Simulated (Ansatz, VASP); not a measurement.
# One calculation of Cu, two programs

```
Cu
1.0
     2.55619    0.00000    0.00000
     1.27810    2.21373    0.00000
     0.00000    0.00000   32.78409
Cu
10
Cartesian
  0.0000 0.0000 6.9722
  1.2781 0.7379 9.0547
  2.5562 1.4758 11.1456
  0.0000 0.0000 13.2406
  1.2781 0.7379 15.3426
  2.5562 1.4758 17.4415
  0.0000 0.0000 19.5434
  1.2781 0.7379 21.6385
  2.5562 1.4758 23.7294
  0.0000 0.0000 25.8119
```

Alike in both runs: functional PBE; k mesh 18 × 18 × 1; occupations gaussian, width 0.1 eV; no spin polarisation.

Ansatz relaxed the structure, and its values are those at the end. VASP's run is a single point on that final structure, the one shown.

```csv
,VASP,Ansatz
version,VASP 6.6.1,Ansatz 0.2.0
potentials or method,"VASP PAW PBE potentials, release 64 (Cu)","scalar-relativistic, plane waves, PAW"
plane-wave cutoff (eV),520,420
valence electrons in the cell,110,190
```

```csv
,VASP,Ansatz,Ansatz less VASP
gap on the k mesh at the Fermi level (eV),none,none,-
rms of the force components (eV/Å),0.005,0.000,-0.0049
```

A gap of «none» marks a metal or a gap that the smearing closes. VASP's potentials hold 110 valence electrons a cell and Ansatz's 190, so a difference there can come from the potentials and not from the codes. Ansatz's warnings: xc potential rough in thin density.
